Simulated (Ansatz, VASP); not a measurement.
## One calculation of TiAl3, two programs

```
Ti Al
1.0
    -1.86890    1.86890    3.87255
     1.86890   -1.86890    3.87255
     1.86890    1.86890   -3.87255
Ti Al
1 3
Direct
  0.00000 0.00000 0.00000
  0.50000 0.50000 0.00000
  0.75000 0.25000 0.50000
  0.25000 0.75000 0.50000
```

Alike in both runs: task single point; functional LDA; k mesh 16 × 16 × 16; occupations gaussian, width 0.15 eV; no spin polarisation.

|  | VASP | Ansatz |
| --- | --- | --- |
| version | VASP 6.6.1 | Ansatz 0.2.0 |
| potentials or method | VASP PAW LDA potentials, release 64 (Ti_sv, Al), cutoff 520 eV | scalar-relativistic, plane waves, PAW |
| valence electrons in the cell | 21 | 21 |

VASP gave:

- gap on the k mesh at the Fermi level (eV): none
- pressure (GPa): 17.1
- traceless stress, the component that is largest in VASP (GPa): 11.30

Q: Which values does Ansatz return?

A: gap on the k mesh at the Fermi level (eV): none; pressure (GPa): 16.8; traceless stress, the component that is largest in VASP (GPa): 11.32.

Ansatz warns that its potentials were made for another functional, while VASP's fit it. LDA's correlation is that of Perdew and Zunger in VASP and of Perdew and Wang (1992) in Ansatz. A gap of «none» marks a metal or a gap that the smearing closes.
